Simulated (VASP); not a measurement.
# C (Fd-3m) in VASP: settings compared

C is run at these levels: r2SCAN, LDA; tasks: single point.

Program: VASP 6.6.1. These are calculated values, not measurements. Logs are shortened: lines on timing, memory, paths and dates and some standing lists are left out, and cuts for length are marked.

## 1. The cell of the first run

Symmetry: Fd-3m, No. 227, cubic system. Conventional cell: a = 3.560 Å, b = 3.560 Å, c = 3.560 Å, α = 90.00°, β = 90.00°, γ = 90.00°. C (site symmetry -43m) has 4 C at 1.54 Å within 2.1 Å.

## 2. Single point, r2SCAN

Contents of POSCAR:

```
C
1.0
    0.0000000000      1.7801241411      1.7801241411
    1.7801241411      0.0000000000      1.7801241411
    1.7801241411      1.7801241411      0.0000000000
C
2
Direct
    0.0000000000      0.0000000000      0.0000000000
    0.2500000000      0.2500000000      0.2500000000
```

Contents of INCAR.step1:

```
  PREC = Accurate
  ENCUT = 520
  ISMEAR = 0
  SIGMA = 0.01
  LREAL = False
  LASPH = True
  NELM = 100
  NBANDS = 11
  GGA = PE
  ALGO = Normal
  EDIFF = 1E-4
  LWAVE = True
  LCHARG = False
```

Contents of INCAR.step2:

```
  PREC = Accurate
  ENCUT = 520
  EDIFF = 1E-7
  ISMEAR = 0
  SIGMA = 0.01
  LREAL = False
  LASPH = True
  NELM = 100
  ALGO = Normal
  ISIF = 2
  LWAVE = False
  LCHARG = False
  METAGGA = R2SCAN
  LMIXTAU = True
  NBANDS = 11
  ISTART = 1
```

Contents of KPOINTS:

```
regular mesh
0
Gamma
  10 10 10
```

Potentials or basis: VASP PAW PBE potentials, release 64 (C).

Command:

```sh
$ cat potpaw_PBE.64/C/POTCAR > POTCAR
$ cp INCAR.step1 INCAR
$ mpirun -np 1 vasp_std > vasp.out
$ cp INCAR.step2 INCAR
$ mpirun -np 1 vasp_std > vasp.out
```

OUTCAR:

```text
PREC = Accurate
   ENCUT = 520
   EDIFF = 1E-7
   ISMEAR = 0
   LREAL = False
   LASPH = True
   NELM = 100
   ISIF = 2
   METAGGA = R2SCAN
   ISTART = 1

 ion  position               nearest neighbor table
   1  0.000  0.000  0.000-   2 1.54   2 1.54   2 1.54   2 1.54
   2  0.250  0.250  0.250-   1 1.54   1 1.54   1 1.54   1 1.54

  LATTYP: Found a face centered cubic cell.
 ALAT       =     3.5602482822

  Lattice vectors:

 A1 = (   0.0000000000,   1.7801241411,   1.7801241411)
 A2 = (   1.7801241411,   0.0000000000,   1.7801241411)
 A3 = (   1.7801241411,   1.7801241411,   0.0000000000)

Analysis of symmetry for initial positions (statically):
=====================================================================
 Subroutine PRICEL returns:
 Original cell was already a primitive cell.

 Routine SETGRP: Setting up the symmetry group for a
 face centered cubic supercell.

 Subroutine GETGRP returns: Found 48 space group operations
 (whereof 24 operations were pure point group operations)
 out of a pool of 48 trial point group operations.

The static configuration has the point symmetry T_d .
 The point group associated with its full space group is O_h .

Analysis of symmetry for dynamics (positions and initial velocities):
=====================================================================
 Subroutine PRICEL returns:
 Original cell was already a primitive cell.

 Routine SETGRP: Setting up the symmetry group for a
 face centered cubic supercell.

 Subroutine GETGRP returns: Found 48 space group operations
 (whereof 24 operations were pure point group operations)
 out of a pool of 48 trial point group operations.

The dynamic configuration has the point symmetry T_d .
 The point group associated with its full space group is O_h .

 Subroutine INISYM returns: Found 48 space group operations
 (whereof 24 operations are pure point group operations),
 and found     1 'primitive' translations

----------------------------------------------------------------------------------------

                                     Primitive cell

  volume of cell :      11.2819

  direct lattice vectors                    reciprocal lattice vectors
     0.000000000  1.780124141  1.780124141    -0.280879287  0.280879287  0.280879287
     1.780124141  0.000000000  1.780124141     0.280879287 -0.280879287  0.280879287
     1.780124141  1.780124141  0.000000000     0.280879287  0.280879287 -0.280879287

  length of vectors
     2.517475703  2.517475703  2.517475703     0.486497196  0.486497196  0.486497196

  position of ions in fractional coordinates (direct lattice)
     0.000000000  0.000000000  0.000000000
     0.250000000  0.250000000  0.250000000

  ion indices of the primitive-cell ions
   primitive index   ion index
                 1           1
                 2           2

----------------------------------------------------------------------------------------

 KPOINTS: regular mesh

Automatic generation of k-mesh.
 Grid dimensions read from file:
 generate k-points for:   10   10   10

 Generating k-lattice:

  Cartesian coordinates                     Fractional coordinates (reciprocal lattice)
    -0.028087929  0.028087929  0.028087929     0.100000000  0.000000000  0.000000000
     0.028087929 -0.028087929  0.028087929     0.000000000  0.100000000  0.000000000
     0.028087929  0.028087929 -0.028087929     0.000000000  0.000000000  0.100000000

  Length of vectors
     0.048649720  0.048649720  0.048649720

  Shift w.r.t. Gamma in fractional coordinates (k-lattice)
     0.000000000  0.000000000  0.000000000

 Subroutine IBZKPT returns following result:
 ===========================================

 Found     47 irreducible k-points:

 Following reciprocal coordinates:
            Coordinates               Weight
  0.000000  0.000000  0.000000      1.000000
  0.100000  0.000000  0.000000      8.000000
  0.200000  0.000000  0.000000      8.000000
  0.300000  0.000000  0.000000      8.000000
  0.400000  0.000000  0.000000      8.000000
  0.500000  0.000000  0.000000      4.000000
[... 16 lines left out ...]
  0.300000  0.300000  0.000000      6.000000
  0.400000  0.300000  0.000000     24.000000
 [... further k-points ...]
   k-points           NKPTS =     47   k-points in BZ     NKDIM =     47   number of bands    NBANDS=     11
   number of dos      NEDOS =    301   number of ions     NIONS =      2
   total plane-waves  NPLWV =   8000
   dimension x,y,z NGX =    20 NGY =   20 NGZ =   20
   dimension x,y,z NGXF=    40 NGYF=   40 NGZF=   40
   ions per type =               2
   NGX,Y,Z   is equivalent  to a cutoff of  13.21, 13.21, 13.21 a.u.
   NGXF,Y,Z  is equivalent  to a cutoff of  26.41, 26.41, 26.41 a.u.
 SYSTEM =  unknown system
   PREC   = accura    normal or accurate (medium, high low for compatibility)
   ISTART =      1    job   : 0-new  1-cont  2-samecut
   ICHARG =      0    charge: 1-file 2-atom 10-const
   ISPIN  =      1    spin polarized calculation?
   LNONCOLLINEAR =      F non collinear calculations
   LSORBIT =      F    spin-orbit coupling
   LASPH  =      T    aspherical Exc in radial PAW
   ENCUT  =  520.0 eV  38.22 Ry    6.18 a.u.   4.68  4.68  4.68*2*pi/ulx,y,z
   NELM   =    100;   NELMIN=  2; NELMDL=  0     # of ELM steps
   EDIFF  = 0.1E-06   stopping-criterion for ELM
   LREAL  =      F    real-space projection
   EDIFFG = 0.1E-05   stopping-criterion for IOM
   NSW    =      0    number of steps for IOM
   IBRION =     -1    ionic relax: 0-MD 1-quasi-New 2-CG
   NFREE  =      0    steps in history (QN), initial steepest desc. (CG)
   ISIF   =      2    stress and relaxation
   ISYM   =      2    0-nonsym 1-usesym 2-fastsym
   POTIM  = 0.5000    time-step for ionic-motion
   TEBEG  =    0.0;   TEEND  =   0.0 temperature during run
   PSTRESS=    0.0 pullay stress
   NELECT =       8.0000    total number of electrons
   NUPDOWN=      -1.0000    fix difference up-down
   EMIN   =  10.00;   EMAX   =-10.00  energy-range for DOS
   EFERMI =   0.00;   METHOD = LEGACY
   ISMEAR =     0;   SIGMA  =   0.01  broadening in eV -4-tet -1-fermi 0-gaus
   EFERMI_NEDOS =   21; number of points for ismear=-14 and -15
   IALGO  =     38    algorithm
   IMIX   =      4    mixing-type and parameters
     AMIX     =   0.40;   BMIX     =  1.00
     AMIX_MAG =   1.60;   BMIX_MAG =  1.00
  volume/ion in A,a.u.               =       5.64        38.07
  Fermi-wavevector in a.u.,A,eV,Ry     =   1.459860  2.758735 28.996616  2.131191
  Thomas-Fermi vector in A             =   2.576377
   LORBIT       =      0    0 simple, 1 ext, 2 COOP (PROOUT), +10 PAW based schemes
   METAGGA = R2SCAN    functional components
   LHFCALC =     F    Hartree Fock is set to
   AEXX    =    0.0000 exact exchange contribution
   IVDW    =     0    specifies the selected vdW correction
   LEPSILON=     F    determine dielectric tensor
   LRPA    =     F    only Hartree local field effects (RPA)
 non-spin polarized calculation
 Gauss-broadening in eV      SIGMA  =   0.01
  energy-cutoff  :      520.00
  volume of cell :       11.28
 maximum number of plane-waves:       318
   NGX =  9   NGY =  9   NGZ =  9

 number of electron       7.9999999 magnetization

 Free energy of the ion-electron system (eV)
  ---------------------------------------------------
  ext. energy  EPLUGINS =         0.00000000
  ---------------------------------------------------
  free energy    TOTEN  =       -19.65710983 eV

  energy without entropy =      -19.65710983  energy(sigma->0) =      -19.65710983

 E-fermi :   9.9015     XC(G=0): -14.2880

 val. band max:        9.7925167481   @ k =   0.0000   0.0000   0.0000
 cond. band min:      14.1722091733   @ k =   0.4000   0.4000   0.0000
 fundamental gap:      4.3796924252
 Fermi energy:         9.9015318727

 k-point     1 :       0.0000    0.0000    0.0000
  band No.  band energies     occupation
      1     -12.9788      2.00000
      2       9.7925      2.00000
      3       9.7925      2.00000
      4       9.7925      2.00000
      5      15.6431      0.00000
      6      15.6431      0.00000
      7      15.6431      0.00000
      8      23.7419      0.00000
      9      30.2615      0.00000
     10      37.2413      0.00000
     11      37.2413      0.00000

 k-point     2 :       0.1000    0.0000    0.0000
  band No.  band energies     occupation
      1     -12.6884      2.00000
      2       7.9883      2.00000
      3       9.3125      2.00000
      4       9.3125      2.00000
      5      16.2741      0.00000
      6      16.2741      0.00000
      7      16.6629      0.00000
      8      24.0293      0.00000
      9      30.7414      0.00000
     10      34.7679      0.00000
     11      34.7679      0.00000

 k-point     3 :       0.2000    0.0000    0.0000
  band No.  band energies     occupation
      1     -11.8233      2.00000
      2       4.5733      2.00000
      3       8.3750      2.00000
      4       8.3750      2.00000
      5      17.4846      0.00000
      6      17.4846      0.00000
      7      17.9237      0.00000
      8      24.8235      0.00000
      9      31.5575      0.00000
     10      33.2106      0.00000
     11      33.2106      0.00000
[... 267 lines left out ...]
 k-point    23 :       0.3000    0.3000    0.0000
  band No.  band energies     occupation
      1      -9.5473      2.00000
      2       3.2336      2.00000
      3       4.5927      2.00000
      4       4.5927      2.00000
      5      14.2300      0.00000
      6      18.9221      0.00000
      7      23.7227      0.00000
      8      23.7227      0.00000
      9      31.7867      0.00000
     10      34.1378      0.00000
     11      41.6740      0.00000

 k-point    24 :       0.4000    0.3000    0.0000
  band No.  band energies     occupation
      1      -8.1656      2.00000
      2       1.1387      2.00000
      3       3.4406      2.00000
      4       4.0944      2.00000
      5      14.8251      0.00000
      6      18.2387      0.00000
      7      24.7795      0.00000
      8      24.8298      0.00000
      9      32.8415      0.00000
     10      34.1710      0.00000
     11      41.9198      0.00000

 [... further k-points ...]

------------------------ aborting loop because EDIFF is reached ----------------------------------------

  FORCE on cell =-STRESS in cart. coord.  units (eV):
  Direction    XX          YY          ZZ          XY          YZ          ZX
  --------------------------------------------------------------------------------------
  -------------------------------------------------------------------------------------
  Total        0.0798092      0.0798092      0.0798092     -0.0000000      0.0000000     -0.0000000
  in kB       11.3339921     11.3339921     11.3339921     -0.0000000      0.0000000     -0.0000000
  external PRESSURE =      11.3339921 kB  Pullay stress =       0.0000000 kB

 VOLUME and BASIS-vectors are now :
 -----------------------------------------------------------------------------
  energy-cutoff  :      520.00
  volume of cell :       11.28
      direct lattice vectors                 reciprocal lattice vectors
     0.000000000  1.780124141  1.780124141    -0.280879287  0.280879287  0.280879287
     1.780124141  0.000000000  1.780124141     0.280879287 -0.280879287  0.280879287
     1.780124141  1.780124141  0.000000000     0.280879287  0.280879287 -0.280879287

 POSITION                                       TOTAL-FORCE (eV/Angst)
 -----------------------------------------------------------------------------------
      0.00000      0.00000      0.00000         0.000000      0.000000      0.000000
      0.89006      0.89006      0.89006        -0.000000     -0.000000     -0.000000
 -----------------------------------------------------------------------------------
    total drift:                                0.000000      0.000000      0.000000

  FREE ENERGIE OF THE ION-ELECTRON SYSTEM (eV)
  ---------------------------------------------------
  free  energy   TOTEN  =       -19.6571098323 eV

  energy  without entropy=      -19.6571098323  energy(sigma->0) =      -19.65710983
```

It took 16 s on 1 thread of Intel Xeon 6975P-C (Granite Rapids), shared host; peak memory 0.12 GiB.

Results:

```yaml
Free_energy: -19.6571 eV
Pressure: 1.1 GPa
Band_gap_on_the_k_mesh: 4.38 eV, indirect (least direct gap 5.85 eV)
```

Levels at points of the mesh, in eV from the valence-band top:
| k point | band 1 | band 2 | band 3 | band 4 | band 5 | band 6 | band 7 | band 8 |
| --- | --- | --- | --- | --- | --- | --- | --- | --- |
| (0.00, 0.00, 0.00) | -22.77 | 0.00 | 0.00 | 0.00 | 5.85 | 5.85 | 5.85 | 13.95 |
| (0.50, 0.00, 0.00) | -16.79 | -14.11 | -2.99 | -2.99 | 8.90 | 8.90 | 9.20 | 16.75 |
| (0.50, 0.50, 0.00) | -13.63 | -13.63 | -6.69 | -6.69 | 5.01 | 5.01 | 17.96 | 17.96 |

Caveat: the PAW data sets were made with another functional, which shifts forces and pressure a little. A k mesh can miss the band edges.

## 3. Single point, LDA

Contents of INCAR:

```
SYSTEM = C
ALGO = Normal
EDIFF = 1E-6
ENCUT = 600
GGA_COMPAT = .FALSE.
ISIF = 2
ISMEAR = 0
LASPH = .TRUE.
LCHARG = .FALSE.
LREAL = .FALSE.
LWAVE = .FALSE.
NBANDS = 11
NELM = 120
PREC = Accurate
SIGMA = 0.01
```

Contents of KPOINTS:

```
k-points
0
G
  6 6 6
  0 0 0
```

POSCAR is that of step 2.

Potentials or basis: VASP PAW LDA potentials, release 64 (C).

Command:

```sh
$ cat potpaw_LDA.64/C/POTCAR > POTCAR
$ mpirun -np 1 vasp_std > vasp.out
```

OUTCAR:

```text
SYSTEM = C
   EDIFF = 1E-6
   ENCUT = 600
   ISIF = 2
   ISMEAR = 0
   LASPH = .TRUE.
   LREAL = .FALSE.
   NELM = 120
   PREC = Accurate

 ion  position               nearest neighbor table
   1  0.000  0.000  0.000-   2 1.54   2 1.54   2 1.54   2 1.54
   2  0.250  0.250  0.250-   1 1.54   1 1.54   1 1.54   1 1.54

  LATTYP: Found a face centered cubic cell.
 ALAT       =     3.5602482822

  Lattice vectors:

 A1 = (   0.0000000000,   1.7801241411,   1.7801241411)
 A2 = (   1.7801241411,   0.0000000000,   1.7801241411)
 A3 = (   1.7801241411,   1.7801241411,   0.0000000000)

Analysis of symmetry for initial positions (statically):
=====================================================================
 Subroutine PRICEL returns:
 Original cell was already a primitive cell.

 Routine SETGRP: Setting up the symmetry group for a
 face centered cubic supercell.

 Subroutine GETGRP returns: Found 48 space group operations
 (whereof 24 operations were pure point group operations)
 out of a pool of 48 trial point group operations.

The static configuration has the point symmetry T_d .
[... 163 lines left out ...]
      1     -11.5869      2.00000
      2       9.8055      2.00000
      3       9.8055      2.00000
      4       9.8055      2.00000
      5      15.3627      0.00000
      6      15.3627      0.00000
      7      15.3627      0.00000
      8      23.4861      0.00000
      9      28.8790      0.00000
     10      36.4957      0.00000
     11      36.4957      0.00000
[... 197 lines left out ...]
 k-point    16 :      -0.3333    0.5000    0.1667
  band No.  band energies     occupation
      1      -2.2690      2.00000
      2      -2.2690      2.00000
      3       1.9335      2.00000
      4       1.9335      2.00000
      5      17.9665      0.00000
      6      17.9665      0.00000
      7      24.2862      0.00000
      8      24.2862      0.00000
      9      31.2943      0.00000
     10      31.2943      0.00000
     11      40.3568      0.00000

------------------------ aborting loop because EDIFF is reached ----------------------------------------

  FORCE on cell =-STRESS in cart. coord.  units (eV):
  Direction    XX          YY          ZZ          XY          YZ          ZX
  --------------------------------------------------------------------------------------
  -------------------------------------------------------------------------------------
  Total       -0.7026070     -0.7026070     -0.7026070     -0.0000000     -0.0000000      0.0000000
  in kB      -99.7796924    -99.7796924    -99.7796924     -0.0000000     -0.0000000      0.0000000
  external PRESSURE =     -99.7796924 kB  Pullay stress =       0.0000000 kB

 VOLUME and BASIS-vectors are now :
 -----------------------------------------------------------------------------
  energy-cutoff  :      600.00
  volume of cell :       11.28
      direct lattice vectors                 reciprocal lattice vectors
     0.000000000  1.780124141  1.780124141    -0.280879287  0.280879287  0.280879287
     1.780124141  0.000000000  1.780124141     0.280879287 -0.280879287  0.280879287
     1.780124141  1.780124141  0.000000000     0.280879287  0.280879287 -0.280879287

 POSITION                                       TOTAL-FORCE (eV/Angst)
 -----------------------------------------------------------------------------------
      0.00000      0.00000      0.00000        -0.000000      0.000000     -0.000000
      0.89006      0.89006      0.89006         0.000000     -0.000000      0.000000
 -----------------------------------------------------------------------------------
    total drift:                                0.000000      0.000000      0.000000

  FREE ENERGIE OF THE ION-ELECTRON SYSTEM (eV)
  ---------------------------------------------------
  free  energy   TOTEN  =       -20.2364389979 eV

  energy  without entropy=      -20.2364389979  energy(sigma->0) =      -20.23643900
```

Wall time 3.9 s (1 thread of Intel Xeon Platinum 8375C at 2.90GHz (Ice Lake), shared host); peak memory 0.11 GiB.

What came out:

| Property | Result |
| --- | --- |
| Free energy | -20.2364 eV |
| Pressure | -10.0 GPa |
| Band gap on the k mesh | 4.14 eV, indirect (least direct gap 5.56 eV) |

Caveat: the k points lie up to 0.51 Å⁻¹ apart.
